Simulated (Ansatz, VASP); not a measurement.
**Two plane-wave programs on Os**

```
CELL_PARAMETERS angstrom
2.73938 0.00000 0.00000
-1.36969 2.37237 0.00000
0.00000 0.00000 4.31382
ATOMIC_POSITIONS crystal
Os 0.33333 0.66667 0.25000
Os 0.66667 0.33333 0.75000
```

Alike in both runs: task single point; functional r2SCAN; k mesh 13 × 13 × 7; no spin polarisation.

|  | VASP | Ansatz |
| --- | --- | --- |
| version | VASP 6.6.1 | Ansatz 0.2.0 |
| potentials or method | VASP PAW PBE potentials, release 64 (Os), cutoff 520 eV | plane waves (500 eV) with PAW, scalar-relativistic |
| occupations | methfessel-paxton of order 1, width 0.1 eV | cold, width 0.1 eV |
| valence electrons in the cell | 16 | 32 |

```csv
,VASP,Ansatz,Ansatz less VASP
pressure (GPa),0.8,-0.2,-1.02
"traceless stress, the component that is largest in VASP (GPa)",-0.05,-0.24,-0.198
```

VASP's potentials were made for PBE, not for r2SCAN. VASP's potentials hold 16 valence electrons a cell and Ansatz's 32, so a difference there can come from the potentials and not from the codes.

Spin-orbit coupling is off throughout.
